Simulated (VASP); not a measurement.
# Al2P3 (P-3m1) in VASP: notebook

Runs on Al2P3. Level: PBE. Tasks: relaxation of cell and atoms.

All numbers are computed with VASP 6.6.1; they aren't measurements. Logs are shortened: lines on timing, memory, paths and dates and some standing lists are left out, and cuts for length are marked.

### 1 The cell of the first run

Symmetry: P-3m1, No. 164, trigonal system. The conventional cell has a = 4.291 Å, b = 4.291 Å, c = 6.784 Å, α = 90.00°, β = 90.00°, γ = 120.00°. Al (site symmetry 3m) has 7 P at 2.64 to 2.95 Å within 3.5 Å. P (site symmetry 3m) has 4 Al at 2.64 to 2.68 Å and 3 P at 3.04 Å within 3.5 Å. Within 3.9 Å of P (site symmetry -3m) lie 6 Al at 2.95 Å and 6 P at 3.53 Å.

### 2 Relaxation of cell and atoms, PBE

Contents of INCAR:

```
SYSTEM = Al2P3
PREC = Accurate
ENCUT = 600
EDIFF = 1E-7
ISMEAR = 0
SIGMA = 0.1
LREAL = .FALSE.
LASPH = .TRUE.
NELM = 100
ALGO = Normal
ISIF = 3
LWAVE = .FALSE.
LCHARG = .FALSE.
GGA = PE
IBRION = 2
NSW = 90
EDIFFG = -0.04
```

Contents of KPOINTS:

```
regular mesh
0
G
  6 6 4
  0 0 0
```

Contents of POSCAR:

```
Al2P3
1.0
    4.2913394100      0.0000000000      0.0000000000
   -2.1456697000      3.7164089400      0.0000000000
    0.0000000000      0.0000000000      6.7844735600
Al P
2 3
Direct
    0.3333333300      0.6666666700      0.2350000000
    0.6666666700      0.3333333300      0.7650000000
    0.3333333300      0.6666666700      0.6300000000
    0.6666666700      0.3333333300      0.3700000000
    0.0000000000      0.0000000000      0.0000000000
```

Potentials or basis: VASP PAW PBE potentials, release 64 (Al, P).

Command:

```console
$ cat potpaw_PBE.64/Al/POTCAR potpaw_PBE.64/P/POTCAR > POTCAR
$ mpirun -np 1 vasp_std > vasp.out
```

OUTCAR:

```text
SYSTEM = Al2P3
   PREC = Accurate
   ENCUT = 600
   EDIFF = 1E-7
   ISMEAR = 0
   LREAL = .FALSE.
   LASPH = .TRUE.
   NELM = 100
   ISIF = 3
   GGA = PE
   IBRION = 2
   NSW = 90
   EDIFFG = -0.04

 ion  position               nearest neighbor table
   1  0.333  0.667  0.235-   4 2.64   4 2.64   4 2.64   3 2.68   5 2.95   5 2.95   5 2.95
   2  0.667  0.333  0.765-   3 2.64   3 2.64   3 2.64   4 2.68   5 2.95   5 2.95   5 2.95
   3  0.333  0.667  0.630-   2 2.64   2 2.64   2 2.64   1 2.68
   4  0.667  0.333  0.370-   1 2.64   1 2.64   1 2.64   2 2.68
   5  0.000  0.000  0.000-   1 2.95   2 2.95   1 2.95   2 2.95   2 2.95   1 2.95

  LATTYP: Found a hexagonal cell.
 ALAT       =     4.2913394100
 C/A-ratio  =     1.5809687633

  Lattice vectors:

 A1 = (   4.2913394100,   0.0000000000,   0.0000000000)
 A2 = (  -2.1456697000,   3.7164089400,   0.0000000000)
 A3 = (   0.0000000000,   0.0000000000,   6.7844735600)

Analysis of symmetry for initial positions (statically):
=====================================================================
 Subroutine PRICEL returns:
 Original cell was already a primitive cell.

 Routine SETGRP: Setting up the symmetry group for a
 hexagonal supercell.

 Subroutine GETGRP returns: Found 12 space group operations
 (whereof 12 operations were pure point group operations)
 out of a pool of 24 trial point group operations.

The static configuration has the point symmetry D_3d.

Analysis of symmetry for dynamics (positions and initial velocities):
=====================================================================
 Subroutine PRICEL returns:
 Original cell was already a primitive cell.

 Routine SETGRP: Setting up the symmetry group for a
 hexagonal supercell.

 Subroutine GETGRP returns: Found 12 space group operations
 (whereof 12 operations were pure point group operations)
 out of a pool of 24 trial point group operations.

The dynamic configuration has the point symmetry D_3d.

 Subroutine INISYM returns: Found 12 space group operations
 (whereof 12 operations are pure point group operations),
 and found     1 'primitive' translations

----------------------------------------------------------------------------------------

                                     Primitive cell

  volume of cell :     108.2013

  direct lattice vectors                    reciprocal lattice vectors
     4.291339410  0.000000000  0.000000000     0.233027478  0.134538477  0.000000000
    -2.145669700  3.716408940  0.000000000     0.000000000  0.269076955  0.000000000
[... 126 lines left out ...]
 maximum number of plane-waves:      3652
 NGX is ok and might be reduce to    36
   NGX = 17   NGY = 17   NGZ = 27

--------------------------------------- Ionic step        1  -------------------------------------------

 number of electron      20.9999999 magnetization

 Free energy of the ion-electron system (eV)
  ---------------------------------------------------
  ext. energy  EPLUGINS =         0.00000000
  ---------------------------------------------------
  free energy    TOTEN  =       -21.99113673 eV

  energy without entropy =      -21.97002708  energy(sigma->0) =      -21.98058191

------------------------ aborting loop because EDIFF is reached ----------------------------------------

  FORCE on cell =-STRESS in cart. coord.  units (eV):
  Direction    XX          YY          ZZ          XY          YZ          ZX
  --------------------------------------------------------------------------------------
  -------------------------------------------------------------------------------------
  Total       -8.3758698     -8.3758698     -5.7547258     -0.0000000      0.0000000     -0.0000000
  in kB     -124.0246434   -124.0246430    -85.2123815     -0.0000002      0.0000000     -0.0000000
  external PRESSURE =    -111.0872226 kB  Pullay stress =       0.0000000 kB
[... 98 lines left out ...]
  FREE ENERGIE OF THE ION-ELECTRON SYSTEM (eV)
  ---------------------------------------------------
  free  energy   TOTEN  =       -22.8738729614 eV

  energy  without entropy=      -22.8549308799  energy(sigma->0) =      -22.86440192

 E-fermi :   5.8936     XC(G=0):  -9.8840

 val. band max:        5.8898033081   @ k =   0.0000   0.0000   0.5000
 cond. band min:       5.8988754320   @ k =   0.0000   0.3333   0.2500
 fundamental gap:      0.0090721239
 Fermi energy:         5.8935509038

 k-point     1 :       0.0000    0.0000    0.0000
  band No.  band energies     occupation
      1      -6.6884      2.00000
      2      -4.5835      2.00000
      3      -4.5652      2.00000
      4       2.1559      2.00000
      5       2.9182      2.00000
      6       5.2663      2.00000
      7       5.2663      2.00000
      8       5.2807      2.00000
      9       5.2807      2.00000
     10       6.3217      0.00000
     11       6.3217      0.00000
     12       7.6445      0.00000
     13       8.7867      0.00000
     14       9.6259      0.00000
[... 377 lines left out ...]
      1      -3.8997      2.00000
      2      -3.5670      2.00000
      3      -3.5670      2.00000
      4      -0.1047      2.00000
      5      -0.1047      2.00000
      6       1.1987      2.00000
      7       3.0108      2.00000
      8       3.0108      2.00000
      9       3.8846      2.00000
     10       4.3268      2.00000
     11       4.3268      2.00000
     12       4.7478      2.00000
     13      10.0909      0.00000
     14      10.0909      0.00000

[... ionic steps 4 to 20 ...]

--------------------------------------- Ionic step       21  -------------------------------------------

 number of electron      20.9999998 magnetization

------------------------ aborting loop because EDIFF is reached ----------------------------------------
[... 73 lines left out ...]
--------------------------------------- Ionic step       23  -------------------------------------------

 number of electron      20.9999998 magnetization

 Free energy of the ion-electron system (eV)
  ---------------------------------------------------
  ext. energy  EPLUGINS =         0.00000000
  ---------------------------------------------------
  free energy    TOTEN  =       -23.82445359 eV

  energy without entropy =      -23.81533120  energy(sigma->0) =      -23.81989239

 E-fermi :   7.9322     XC(G=0): -10.4939

 val. band max:        7.8778721406   @ k =   0.1667  -0.0000   0.2500
 cond. band min:       7.9376015148   @ k =   0.3333   0.3333   0.0000
 fundamental gap:      0.0597293742
 Fermi energy:         7.9322318339

 k-point     1 :       0.0000    0.0000    0.0000
  band No.  band energies     occupation
      1      -6.3331      2.00000
      2      -4.5845      2.00000
      3      -2.8176      2.00000
      4       3.0255      2.00000
      5       3.4103      2.00000
      6       6.7506      2.00000
      7       6.7506      2.00000
      8       7.6853      1.99952
      9       7.6853      1.99952
     10       8.9637      0.00000
     11       9.2820      0.00000
     12       9.2820      0.00000
     13      11.9726      0.00000
     14      12.1826      0.00000
[... 421 lines left out ...]
  FREE ENERGIE OF THE ION-ELECTRON SYSTEM (eV)
  ---------------------------------------------------
  free  energy   TOTEN  =       -23.8244535855 eV

  energy  without entropy=      -23.8153312034  energy(sigma->0) =      -23.81989239

 reached required accuracy - stopping structural energy minimisation
```

CONTCAR:

```text
Al2P3
   1.00000000000000
     3.4848838333129737   -0.0000000009123796    0.0000000000000000
    -1.7424419133862623    3.0179979267034573   -0.0000000000000001
     0.0000000000000001   -0.0000000000000000    7.7717039071513270
  Al              P
     2     3
Direct
     0.3333333300000021    0.6666666699999979    0.1885945640718344
     0.6666666699999979    0.3333333300000021    0.8114054359281656
     0.3333333300000021    0.6666666699999979    0.6014780026737497
     0.6666666699999979    0.3333333300000021    0.3985219973262503
     0.0000000000000000    0.0000000000000000    0.0000000000000000

  0.00000000E+00  0.00000000E+00  0.00000000E+00
  0.00000000E+00  0.00000000E+00  0.00000000E+00
  0.00000000E+00  0.00000000E+00  0.00000000E+00
  0.00000000E+00  0.00000000E+00  0.00000000E+00
  0.00000000E+00  0.00000000E+00  0.00000000E+00
```

It took 19 min on 1 thread of Intel Xeon 8259CL, shared host; peak memory 0.28 GiB.

What came out:

```yaml
Free_energy: -23.8245 eV
Relaxed_volume: 16.35 Å³/atom
Relaxed_cell: a = 3.485 Å, b = 3.485 Å, c = 7.772 Å, α = 90.00°, β = 90.00°, γ = 120.00°
Space_group_after_relaxing_to_0.05_Å: P-3m1 (No. 164)
Energy_gained_by_relaxing: 366.7 meV/atom
Ionic_steps: 23
Pressure_after_relaxing: 0.0 GPa
Largest_force_after_relaxing: 0.023 eV/Å
```

Forces in eV/Å, atoms in the order of the input:
```
Al   0.000  0.000 -0.023
Al   0.000  0.000  0.023
P    0.000  0.000  0.020
P    0.000  0.000 -0.020
P    0.000  0.000  0.000
```

The path:
| step | energy change (eV) | largest force (eV/Å) | pressure (GPa) | volume (Å³) |
| --- | --- | --- | --- | --- |
| 1 | 0.0000 | 0.4101 | -11.11 | 108.20 |
| 2 | -0.8771 | 0.8830 | 1.86 | 86.34 |
| 3 | -0.8827 | 0.8001 | 0.57 | 87.65 |
| 4 | -1.0009 | 0.6491 | 0.76 | 86.87 |
| 5 | -1.2267 | 0.5234 | 3.78 | 84.26 |
| 6 | -1.3189 | 0.4950 | 0.80 | 86.76 |
| 7 | -1.3610 | 0.4759 | -1.71 | 89.13 |
| 8 | -1.3156 | 0.3233 | -5.69 | 93.85 |
| 9 | -1.3694 | 0.4473 | -2.93 | 90.40 |
| 10 | -1.4324 | 0.5083 | -3.25 | 90.38 |
| 11 | -1.4473 | 0.5132 | -3.45 | 90.31 |
| 12 | -1.5115 | 0.7130 | -1.06 | 87.20 |
| 13 | -1.5315 | 0.9053 | 1.45 | 84.44 |
| 14 | -1.5933 | 0.8732 | 1.56 | 83.51 |
| 15 | -1.7134 | 0.3826 | 2.83 | 80.76 |
| 16 | -1.7776 | 0.2925 | -0.75 | 83.25 |
| 17 | -1.7815 | 0.2999 | -1.77 | 84.10 |
| 18 | -1.8184 | 0.2139 | -1.60 | 83.46 |
| 19 | -1.8249 | 0.0987 | -1.39 | 82.98 |
| 20 | -1.8253 | 0.1275 | -1.45 | 83.09 |
| 21 | -1.8312 | 0.0443 | 0.83 | 81.08 |
| 22 | -1.8328 | 0.0614 | 0.08 | 81.71 |
| 23 | -1.8333 | 0.0226 | 0.05 | 81.74 |

Final structure:
```cif
data_structure
_symmetry_space_group_name_H-M 'P 1'
_symmetry_Int_Tables_number 1
_cell_length_a 3.4849
_cell_length_b 3.4849
_cell_length_c 7.7717
_cell_angle_alpha 90.000
_cell_angle_beta 90.000
_cell_angle_gamma 120.000
_cell_volume 81.74
loop_
_atom_site_label
_atom_site_type_symbol
_atom_site_fract_x
_atom_site_fract_y
_atom_site_fract_z
_atom_site_occupancy
Al1 Al 0.33333 0.66667 0.18859 1
Al2 Al 0.66667 0.33333 0.81141 1
P1 P 0.33333 0.66667 0.60148 1
P2 P 0.66667 0.33333 0.39852 1
P3 P 0.00000 0.00000 0.00000 1
```

Levels at points of the mesh, in eV from the Fermi level:
```
           k point  band 8  band 9  band 10  band 11  band 12  band 13
(0.00, 0.00, 0.00)   -0.25   -0.25     1.03     1.35     1.35     4.04
(0.50, 0.00, 0.00)   -2.33   -1.73    -1.01    -0.75    -0.46     0.20
(0.00, 0.00, 0.50)   -0.20   -0.20     0.06     1.22     1.22     3.32
(0.50, 0.00, 0.50)   -3.26   -3.00    -2.19     0.73     0.93     0.99
```

Caveat: the volume moved by over 15 % at a fixed basis, so the end points are rough.

[end of part 1 of 2]
